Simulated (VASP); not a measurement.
# CuI (F-43m) in VASP: notebook

Runs on CuI. Level: LDA. Tasks: elastic constants.

Program: VASP 6.6.1. These are calculated values, not measurements. Logs are shortened: lines on timing, memory, paths and dates and some standing lists are left out, and cuts for length are marked.

### Step 1. The cell of the first run

Symmetry: F-43m, No. 216, cubic system. Conventional cell: a = 5.539 Å, b = 5.539 Å, c = 5.539 Å, α = 90.00°, β = 90.00°, γ = 90.00°. Cu (site symmetry -43m) has 4 I at 2.40 Å within 3.2 Å. Within 3.2 Å of I (site symmetry -43m) lie 4 Cu at 2.40 Å.

### Step 2. Elastic constants, LDA

INCAR

```
SYSTEM = CuI
ALGO = Normal
EDIFF = 1E-8
ENCUT = 600
GGA_COMPAT = .False.
IBRION = 6
ISIF = 3
ISMEAR = 0
LASPH = .True.
LCHARG = .False.
LREAL = .False.
LWAVE = .False.
NBANDS = 16
NELM = 120
NFREE = 2
NSW = 1
POTIM = 0.015
PREC = Accurate
SIGMA = 0.01
```

KPOINTS

```
k-points
0
Gamma
  6 6 6
  0 0 0
```

POSCAR

```
CuI
1.0
    0.0000000000      2.7695229063      2.7695229063
    2.7695229063      0.0000000000      2.7695229063
    2.7695229063      2.7695229063      0.0000000000
Cu I
1 1
Direct
    0.7500000000      0.7500000000      0.7500000000
    0.0000000000      0.0000000000      0.0000000000
```

Potentials or basis: VASP PAW LDA potentials, release 64 (Cu, I).

Launch:

```bash
$ cat potpaw_LDA.64/Cu/POTCAR potpaw_LDA.64/I/POTCAR > POTCAR
$ mpirun -np 1 vasp_std > vasp.out
```

OUTCAR:

```text
SYSTEM = CuI
   EDIFF = 1E-8
   ENCUT = 600
   IBRION = 6
   ISIF = 3
   ISMEAR = 0
   LASPH = .True.
   LREAL = .False.
   NELM = 120
   NFREE = 2
   NSW = 1
   POTIM = 0.015
   PREC = Accurate

 ion  position               nearest neighbor table
   1  0.750  0.750  0.750-   2 2.40   2 2.40   2 2.40   2 2.40
   2  0.000  0.000  0.000-   1 2.40   1 2.40   1 2.40   1 2.40

  LATTYP: Found a face centered cubic cell.
 ALAT       =     5.5390458126

  Lattice vectors:

 A1 = (   0.0000000000,   2.7695229063,   2.7695229063)
 A2 = (   2.7695229063,   0.0000000000,   2.7695229063)
 A3 = (   2.7695229063,   2.7695229063,   0.0000000000)

Analysis of symmetry for initial positions (statically):
=====================================================================
 Subroutine PRICEL returns:
 Original cell was already a primitive cell.

 Routine SETGRP: Setting up the symmetry group for a
 face centered cubic supercell.

 Subroutine GETGRP returns: Found 24 space group operations
 (whereof 24 operations were pure point group operations)
 out of a pool of 48 trial point group operations.

The static configuration has the point symmetry T_d .

Analysis of symmetry for dynamics (positions and initial velocities):
=====================================================================
 Subroutine PRICEL returns:
 Original cell was already a primitive cell.

 Routine SETGRP: Setting up the symmetry group for a
 face centered cubic supercell.

 Subroutine GETGRP returns: Found 24 space group operations
 (whereof 24 operations were pure point group operations)
 out of a pool of 48 trial point group operations.

The dynamic configuration has the point symmetry T_d .

 Subroutine INISYM returns: Found 24 space group operations
 (whereof 24 operations are pure point group operations),
 and found     1 'primitive' translations

----------------------------------------------------------------------------------------

                                     Primitive cell

  volume of cell :      42.4859

  direct lattice vectors                    reciprocal lattice vectors
     0.000000000  2.769522906  2.769522906    -0.180536510  0.180536510  0.180536510
     2.769522906  0.000000000  2.769522906     0.180536510 -0.180536510  0.180536510
     2.769522906  2.769522906  0.000000000     0.180536510  0.180536510 -0.180536510

  length of vectors
     3.916696855  3.916696855  3.916696855     0.312698408  0.312698408  0.312698408

  position of ions in fractional coordinates (direct lattice)
     0.750000000  0.750000000  0.750000000
     0.000000000  0.000000000  0.000000000

  ion indices of the primitive-cell ions
   primitive index   ion index
                 1           1
                 2           2

----------------------------------------------------------------------------------------

 KPOINTS: k-points

Automatic generation of k-mesh.
 Grid dimensions read from file:
 generate k-points for:    6    6    6
[... 95 lines left out ...]

 number of electron      17.9999990 magnetization

 Free energy of the ion-electron system (eV)
  ---------------------------------------------------
  ext. energy  EPLUGINS =         0.00000000
  ---------------------------------------------------
  free energy    TOTEN  =        -6.67540162 eV

  energy without entropy =       -6.67540162  energy(sigma->0) =       -6.67540162

------------------------ aborting loop because EDIFF is reached ----------------------------------------

  FORCE on cell =-STRESS in cart. coord.  units (eV):
  Direction    XX          YY          ZZ          XY          YZ          ZX
  --------------------------------------------------------------------------------------
  -------------------------------------------------------------------------------------
  Total        3.9961838      3.9961838      3.9961838     -0.0000000      0.0000000      0.0000000
  in kB      150.6992715    150.6992715    150.6992715     -0.0000000      0.0000000      0.0000000
  external PRESSURE =     150.6992715 kB  Pullay stress =       0.0000000 kB
[... 89 lines left out ...]
  FREE ENERGIE OF THE ION-ELECTRON SYSTEM (eV)
  ---------------------------------------------------
  free  energy   TOTEN  =        -6.6114288390 eV

  energy  without entropy=       -6.6114288390  energy(sigma->0) =       -6.61142884

[... ionic steps 4 to 14 ...]

--------------------------------------- Ionic step       15  -------------------------------------------

 number of electron      17.9999996 magnetization

------------------------ aborting loop because EDIFF is reached ----------------------------------------
[... 67 lines left out ...]
--------------------------------------- Ionic step       17  -------------------------------------------

 number of electron      17.9999990 magnetization

 Free energy of the ion-electron system (eV)
  ---------------------------------------------------
  ext. energy  EPLUGINS =         0.00000000
  ---------------------------------------------------
  free energy    TOTEN  =        -6.67449118 eV

  energy without entropy =       -6.67449118  energy(sigma->0) =       -6.67449118

 E-fermi :   7.7129     XC(G=0): -10.5613

 val. band max:        7.6647746912   @ k =   0.0000   0.0000   0.0000
 cond. band min:       9.5338605966   @ k =   0.0000   0.0000   0.0000
 fundamental gap:      1.8690859054
 Fermi energy:         7.7129115019

 k-point     1 :       0.0000    0.0000    0.0000
  band No.  band energies     occupation
      1      -8.1213      2.00000
      2       2.4390      2.00000
      3       2.4640      2.00000
      4       2.4897      2.00000
      5       4.2863      2.00000
      6       4.2868      2.00000
[... 433 lines left out ...]
      3       2.2124      2.00000
      4       2.5569      2.00000
      5       4.2408      2.00000
      6       4.3284      2.00000
[... 8 lines left out ...]
     15      19.2488      0.00000
     16      19.3856      0.00000

 [... further k-points ...]

------------------------ aborting loop because EDIFF is reached ----------------------------------------

  FORCE on cell =-STRESS in cart. coord.  units (eV):
  Direction    XX          YY          ZZ          XY          YZ          ZX
  --------------------------------------------------------------------------------------
  -------------------------------------------------------------------------------------
  Total        3.9994951      4.0031121      4.0031121      0.0000000      0.1954856      0.0000000
  in kB      150.8241452    150.9605460    150.9605460      0.0000000      7.3719189      0.0000000
  external PRESSURE =     150.9150790 kB  Pullay stress =       0.0000000 kB
[... 17 lines left out ...]
  FREE ENERGIE OF THE ION-ELECTRON SYSTEM (eV)
  ---------------------------------------------------
  free  energy   TOTEN  =        -6.6744911806 eV

  energy  without entropy=       -6.6744911806  energy(sigma->0) =       -6.67449118

 INTERNAL STRAIN TENSORS FROM STRAINED CELLS
 ============================================

 INTERNAL STRAIN TENSOR FOR ION    1 for displacements in x,y,z  (eV/Angst):
          X           Y           Z          XY          YZ          ZX
  --------------------------------------------------------------------------------
  x     0.00000     0.00000    -0.00000     0.00000    13.04109    -0.00000
  y    -0.00000     0.00000    -0.00000     0.00000    -0.00000    13.04145
  z     0.00000     0.00000    -0.00000    13.04081    -0.00000     0.00000

 INTERNAL STRAIN TENSORS FROM DISPLACED ATOMS
 ============================================

 INTERNAL STRAIN TENSOR FOR ION    1 for displacements in x,y,z  (eV/Angst):
          X           Y           Z          XY          YZ          ZX
  --------------------------------------------------------------------------------
  x    -0.00000     0.00000     0.00000     0.00000    13.03623     0.00000
  y     0.00000     0.00000     0.00000     0.00000     0.00000    13.03623
  z     0.00000     0.00000     0.00000    13.03623     0.00000     0.00000

 INTERNAL STRAIN TENSOR FOR ION    2 for displacements in x,y,z  (eV/Angst):
          X           Y           Z          XY          YZ          ZX
  --------------------------------------------------------------------------------
  x     0.00000     0.00000     0.00000     0.00000   -13.03797     0.00000
  y     0.00000     0.00000     0.00000     0.00000     0.00000   -13.03797
  z     0.00000     0.00000     0.00000   -13.03797     0.00000     0.00000

 Eigenvectors and eigenvalues of the dynamical matrix
 ----------------------------------------------------

   1 f  =    6.823155 THz    42.871147 2PiTHz  227.595952 cm-1    28.218289 meV
             X         Y         Z           dx          dy          dz
      4.154284  4.154284  4.154284     0.407843   -0.576777   -0.407843
      0.000000  0.000000  0.000000    -0.289248    0.409058    0.289248
[... 21 lines left out ...]
   6 f/i=    0.007197 THz     0.045221 2PiTHz    0.240071 cm-1     0.029765 meV
             X         Y         Z           dx          dy          dz
      4.154284  4.154284  4.154284     0.171019   -0.525512   -0.171019
      0.000000  0.000000  0.000000     0.241138   -0.740977   -0.241138

--------------------------------------------------------------------------------------------------------

 ELASTIC MODULI CONTR FROM IONIC RELAXATION (kBar)
 Direction    XX          YY          ZZ          XY          YZ          ZX
 --------------------------------------------------------------------------------
 XX          -0.0000      0.0000      0.0000      0.0000      0.0000      0.0000
 YY           0.0000     -0.0000      0.0000      0.0000      0.0000      0.0000
 ZZ           0.0000      0.0000     -0.0000      0.0000      0.0000      0.0000
 XY           0.0000      0.0000      0.0000   -794.0585      0.0000      0.0000
 YZ           0.0000      0.0000      0.0000      0.0000   -794.0585      0.0000
 ZX           0.0000      0.0000      0.0000      0.0000      0.0000   -794.0585
 --------------------------------------------------------------------------------

 TOTAL ELASTIC MODULI (kBar)
 Direction    XX          YY          ZZ          XY          YZ          ZX
 --------------------------------------------------------------------------------
 XX        1180.0439   1071.4313   1071.4313      0.0000      0.0000     -0.0000
 YY        1071.4313   1180.0439   1071.4313      0.0000     -0.0000      0.0000
 ZZ        1071.4313   1071.4313   1180.0439      0.0000      0.0000      0.0000
 XY           0.0000      0.0000      0.0000    180.0779      0.0000     -0.0000
 YZ           0.0000     -0.0000      0.0000      0.0000    180.0779      0.0000
 ZX          -0.0000      0.0000      0.0000     -0.0000      0.0000    180.0779
 --------------------------------------------------------------------------------
```

It took 6.2 min on 1 thread of AMD EPYC 7R13 (Zen 3), shared host; peak memory 0.2 GiB.

Results:

```
Elastic constants C11, C12, C44                         : 118, 107, 18 GPa
Voigt bulk modulus                                      : 111 GPa
Highest phonon frequency at Γ, LO-TO splitting left out : 228 cm⁻¹
```

Phonon frequencies in cm⁻¹ (negative: imaginary):
```csv
q point,frequencies
"(0.000, 0.000, 0.000)",0 0 0 228 228 228
```

Elastic tensor in Voigt notation (GPa, in the Cartesian axes of the cell as first typed):
```
118 107 107   0   0   0
107 118 107   0   0   0
107 107 118   0   0   0
  0   0   0  18   0   0
  0   0   0   0  18   0
  0   0   0   0   0  18
```

Clamped-ion elastic tensor (GPa):
```
118 107 107   0   0   0
107 118 107   0   0   0
107 107 118   0   0   0
  0   0   0  97   0   0
  0   0   0   0  97   0
  0   0   0   0   0  97
```

Caveat: the cell is under stress, which shifts elastic constants; spin-orbit coupling is left out, which moves the levels of the heavy elements.

### Step 3. Elastic constants, LDA

This run uses another cell than the first one, of 22.19 Å³/atom.

INCAR

```
SYSTEM = CuI
PREC     = Accurate       ! precision mode
ENCUT    = 600            ! plane-wave cutoff, eV
EDIFF    = 1E-8           ! SCF threshold, eV
ISMEAR   = 0              ! smearing method
SIGMA    = 0.01           ! smearing width, eV
LREAL    = .FALSE.        ! projectors in reciprocal space
LASPH    = .TRUE.         ! aspherical terms in the spheres
NELM     = 120            ! most SCF steps
ALGO     = Normal         ! electronic algorithm
ISIF     = 3              ! what is computed and relaxed
LWAVE    = .FALSE.        ! write WAVECAR
LCHARG   = .FALSE.        ! write CHGCAR
GGA      = CA             ! functional
NBANDS   = 16             ! bands
IBRION   = 6              ! ionic algorithm
NFREE    = 2            
POTIM    = 0.015          ! step
NSW      = 1              ! ionic steps
GGA_COMPAT= .FALSE.
```

KPOINTS

```
Automatic mesh
0
G
  6 6 6
  0 0 0
```

POSCAR

```
CuI
1.0
    0.0000000000      2.8100635219      2.8100635219
    2.8100635219      0.0000000000      2.8100635219
    2.8100635219      2.8100635219      0.0000000000
Cu I
1 1
Direct
    0.7500000000      0.7500000000      0.7500000000
    0.0000000000      0.0000000000      0.0000000000
```

Potentials or basis: VASP PAW LDA potentials, release 64 (Cu, I).

Launch:

```bash
$ cat potpaw_LDA.64/Cu/POTCAR potpaw_LDA.64/I/POTCAR > POTCAR
$ mpirun -np 1 vasp_std > vasp.out
```

OUTCAR:

```text
SYSTEM = CuI
   PREC = Accurate
   ENCUT = 600
   EDIFF = 1E-8
   ISMEAR = 0
   LREAL = .FALSE.
   LASPH = .TRUE.
   NELM = 120
   ISIF = 3
   GGA = CA
   IBRION = 6
   NFREE = 2
   POTIM = 0.015
   NSW = 1

 ion  position               nearest neighbor table
   1  0.750  0.750  0.750-   2 2.43   2 2.43   2 2.43   2 2.43
   2  0.000  0.000  0.000-   1 2.43   1 2.43   1 2.43   1 2.43

  LATTYP: Found a face centered cubic cell.
 ALAT       =     5.6201270438

  Lattice vectors:

 A1 = (   0.0000000000,   2.8100635219,   2.8100635219)
 A2 = (   2.8100635219,   0.0000000000,   2.8100635219)
 A3 = (   2.8100635219,   2.8100635219,   0.0000000000)
[... 870 lines left out ...]
          X           Y           Z          XY          YZ          ZX
  --------------------------------------------------------------------------------
  x     0.00000     0.00000     0.00000     0.00000    10.68296     0.00000
  y     0.00000     0.00000     0.00000     0.00000     0.00000    10.68296
  z     0.00000     0.00000     0.00000    10.68296     0.00000     0.00000

 INTERNAL STRAIN TENSOR FOR ION    2 for displacements in x,y,z  (eV/Angst):
          X           Y           Z          XY          YZ          ZX
  --------------------------------------------------------------------------------
  x     0.00000    -0.00000    -0.00000     0.00000   -10.68511     0.00000
  y     0.00000     0.00000     0.00000     0.00000     0.00000   -10.68511
  z    -0.00000    -0.00000     0.00000   -10.68511     0.00000     0.00000

 Eigenvectors and eigenvalues of the dynamical matrix
 ----------------------------------------------------

   1 f  =    6.253499 THz    39.291896 2PiTHz  208.594288 cm-1    25.862384 meV
             X         Y         Z           dx          dy          dz
      4.215095  4.215095  4.215095     0.000000    0.816201    0.000000
      0.000000  0.000000  0.000000     0.000000   -0.577768    0.000000
[... 21 lines left out ...]
   6 f/i=    0.001014 THz     0.006372 2PiTHz    0.033826 cm-1     0.004194 meV
             X         Y         Z           dx          dy          dz
      4.215095  4.215095  4.215095    -0.473380    0.331250    0.000000
      0.000000  0.000000  0.000000    -0.668735    0.467951    0.000000

--------------------------------------------------------------------------------------------------------

 ELASTIC MODULI CONTR FROM IONIC RELAXATION (kBar)
 Direction    XX          YY          ZZ          XY          YZ          ZX
 --------------------------------------------------------------------------------
 XX          -0.0000     -0.0000     -0.0000     -0.0000      0.0000      0.0000
 YY          -0.0000     -0.0000     -0.0000     -0.0000     -0.0000      0.0000
 ZZ          -0.0000     -0.0000     -0.0000      0.0000     -0.0000      0.0000
 XY          -0.0000     -0.0000      0.0000   -608.1708      0.0000      0.0000
 YZ           0.0000     -0.0000     -0.0000      0.0000   -608.1708      0.0000
 ZX           0.0000      0.0000      0.0000      0.0000      0.0000   -608.1708
 --------------------------------------------------------------------------------

 TOTAL ELASTIC MODULI (kBar)
 Direction    XX          YY          ZZ          XY          YZ          ZX
 --------------------------------------------------------------------------------
 XX        1034.0151    885.8880    885.8880     -0.0000     -0.0000      0.0000
 YY         885.8880   1034.0151    885.8880     -0.0000     -0.0000      0.0000
 ZZ         885.8880    885.8880   1034.0151      0.0000     -0.0000      0.0000
 XY          -0.0000     -0.0000      0.0000    217.7327      0.0000     -0.0000
 YZ          -0.0000     -0.0000     -0.0000      0.0000    217.7327     -0.0000
 ZX           0.0000      0.0000      0.0000     -0.0000     -0.0000    217.7327
 --------------------------------------------------------------------------------
```

Wall time 6.9 min (1 thread of AMD EPYC 7R13 (Zen 3), shared host); peak memory 0.2 GiB.

Results:

* Elastic constants C11, C12, C44: 103, 89, 22 GPa
* Voigt bulk modulus: 94 GPa
* Highest phonon frequency at Γ, LO-TO splitting left out: 209 cm⁻¹

Phonon frequencies in cm⁻¹ (negative: imaginary):
```tsv
q point	frequencies
(0.000, 0.000, 0.000)	0 0 0 209 209 209
```

Elastic tensor in Voigt notation (GPa, in the Cartesian axes of the cell as first typed):
```
103  89  89   0   0   0
 89 103  89   0   0   0
 89  89 103   0   0   0
  0   0   0  22   0   0
  0   0   0   0  22   0
  0   0   0   0   0  22
```

Clamped-ion elastic tensor (GPa):
```
103  89  89   0   0   0
 89 103  89   0   0   0
 89  89 103   0   0   0
  0   0   0  83   0   0
  0   0   0   0  83   0
  0   0   0   0   0  83
```

Caveat: the cell is under stress, which shifts elastic constants; spin-orbit coupling is left out, which moves the levels of the heavy elements.

### Step 4. Elastic constants, LDA

This run uses another cell than the first one, of 22.88 Å³/atom.

INCAR

```
SYSTEM = CuI
PREC     = Accurate       ! precision mode
ENCUT    = 600            ! plane-wave cutoff, eV
EDIFF    = 1E-8           ! SCF threshold, eV
ISMEAR   = 0              ! smearing method
SIGMA    = 0.01           ! smearing width, eV
LREAL    = .False.        ! projectors in reciprocal space
LASPH    = .True.         ! aspherical terms in the spheres
NELM     = 120            ! most SCF steps
ALGO     = Normal         ! electronic algorithm
ISIF     = 3              ! what is computed and relaxed
LWAVE    = .False.        ! write WAVECAR
LCHARG   = .True.         ! write CHGCAR
IBRION   = 6              ! ionic algorithm
NFREE    = 2            
POTIM    = 0.015          ! step
NSW      = 1              ! ionic steps
GGA_COMPAT= .False.
```

KPOINTS

```
Automatic mesh
0
Gamma
  6 6 6
  0 0 0
```

POSCAR

```
CuI
1.0
    0.0000000000      2.8389844008      2.8389844008
    2.8389844008      0.0000000000      2.8389844008
    2.8389844008      2.8389844008      0.0000000000
Cu I
1 1
Direct
    0.7500000000      0.7500000000      0.7500000000
    0.0000000000      0.0000000000      0.0000000000
```

Launch:

```bash
$ cat potpaw_LDA.64/Cu/POTCAR potpaw_LDA.64/I/POTCAR > POTCAR
$ mpirun -np 1 vasp_std > vasp.out
```

It took 5.6 min on 1 thread of AMD EPYC 7R13 (Zen 3), shared host; peak memory 0.2 GiB.

The run converged. Its results:

```yaml
Elastic_constants_C11_C12_C44: 95, 78, 24 GPa
Voigt_bulk_modulus: 83 GPa
Highest_phonon_frequency_at_Γ_LO-TO_splitting_left_out: 196 cm⁻¹
```

Phonon frequencies in cm⁻¹ (negative: imaginary):
| q point | frequencies |
| --- | --- |
| (0.000, 0.000, 0.000) | 0 0 0 196 196 196 |

Elastic tensor in Voigt notation (GPa, in the Cartesian axes of the cell as first typed):
```
95 78 78  0  0  0
78 95 78  0  0  0
78 78 95  0  0  0
 0  0  0 24  0  0
 0  0  0  0 24  0
 0  0  0  0  0 24
```

Clamped-ion elastic tensor (GPa):
```
95 78 78  0  0  0
78 95 78  0  0  0
78 78 95  0  0  0
 0  0  0 73  0  0
 0  0  0  0 73  0
 0  0  0  0  0 73
```

Caveat: the cell is under stress, which shifts elastic constants; spin-orbit coupling is left out, which moves the levels of the heavy elements.
